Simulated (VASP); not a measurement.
Write the native input for VASP 6.6.1 that does the following.

* Task: single point
* Functional: PBE
* Dispersion: D3(BJ)
* Potentials or basis: VASP PAW PBE potentials, release 64 (As)
* Cutoff: 520 eV
* k mesh: 12 × 12 × 1
* Occupations: gaussian, width 0.05 eV
* Spin: no spin polarisation
* Dipole correction: yes
* Further INCAR settings: ALGO = Normal; EDIFF = 1e-06; NBANDS = 12

The structure of As lies in POSCAR:

```
As
1.0
    3.5704865906      0.0000000000      0.0000000000
   -1.7852432953      3.0921320914      0.0000000000
    0.0000000000      0.0000000000     19.2731425576
As
2
Direct
    0.3333333333      0.6666666667      0.4637286883
    0.6666666667      0.3333333333      0.5362713117
```

One way to write it, as run:

INCAR

```
SYSTEM = As
ALGO = Normal
DIPOL = 0.5 0.5 0.500
EDIFF = 1E-6
ENCUT = 520
GGA = PE
IDIPOL = 3
ISIF = 2
ISMEAR = 0
IVDW = 12
LASPH = .TRUE.
LCHARG = .FALSE.
LDIPOL = .TRUE.
LREAL = .FALSE.
LWAVE = .FALSE.
NBANDS = 12
NELM = 100
PREC = Accurate
SIGMA = 0.05
```

KPOINTS

```
k-points
0
G
  12 12 1
  0 0 0
```

Potentials or basis: VASP PAW PBE potentials, release 64 (As).

Launch:

```sh
$ cat potpaw_PBE.64/As/POTCAR > POTCAR
$ mpirun -np 1 vasp_std > vasp.out
```

Results of the run:

The largest force is 0.093 eV/Å and the band gap on the k mesh is 1.55 eV, indirect (least direct gap 2.04 eV). The dispersion energy per atom is -0.212 eV.

Run time: 90 s on 1 thread of Intel(R) Xeon(R) Platinum 8259CL CPU @ 2.50GHz (Skylake/Cascade Lake) (shared host), peak memory 0.32 GiB.
